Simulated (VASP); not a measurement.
W2Se: single point with PBE

Crystal: W2Se.

```
W Se
1.0
     3.44698    0.00000    0.00000
     0.00000    3.44698    0.00000
     0.00000    0.00000    4.77318
W Se
2 1
Direct
  0.00000 0.00000 0.00000
  0.50000 0.50000 0.50000
  0.50000 0.50000 0.00000
```

The cell was generated, and may not be a known phase.

| Quantity | Value |
| --- | --- |
| Program | VASP 6.6.1 |
| Task | single point |
| Functional | PBE |
| Potentials or basis | VASP PAW PBE potentials, release 64 (W_sv, Se) |
| Cutoff | 500 eV |
| k mesh | 5 × 5 × 5 |
| Occupations | gaussian, width 0.2 eV |
| Spin | no spin polarisation |

The pressure is 0.5 GPa and the band gap on the k mesh is zero (bands 17 and 18 overlap by 1.79 eV).

Stress tensor (GPa, compression positive):
```
0.44 0.00 0.00
0.00 0.44 0.00
0.00 0.00 0.60
```

Levels at points of the mesh, in eV from the Fermi level:
| k point | band 15 | band 16 | band 17 | band 18 | band 19 | band 20 |
| --- | --- | --- | --- | --- | --- | --- |
| (0.00, 0.00, 0.00) | -1.74 | -1.74 | -1.59 | -1.14 | -0.99 | 1.56 |

Run time: 19 s on 1 thread of Intel Xeon 8259CL, with other jobs on the host, peak memory 0.18 GiB.

Caveat: the k points lie up to 0.36 Å⁻¹ apart, too coarse for converged energies and pressures of a metal; spin-orbit coupling is left out, which moves the levels of the heavy elements.
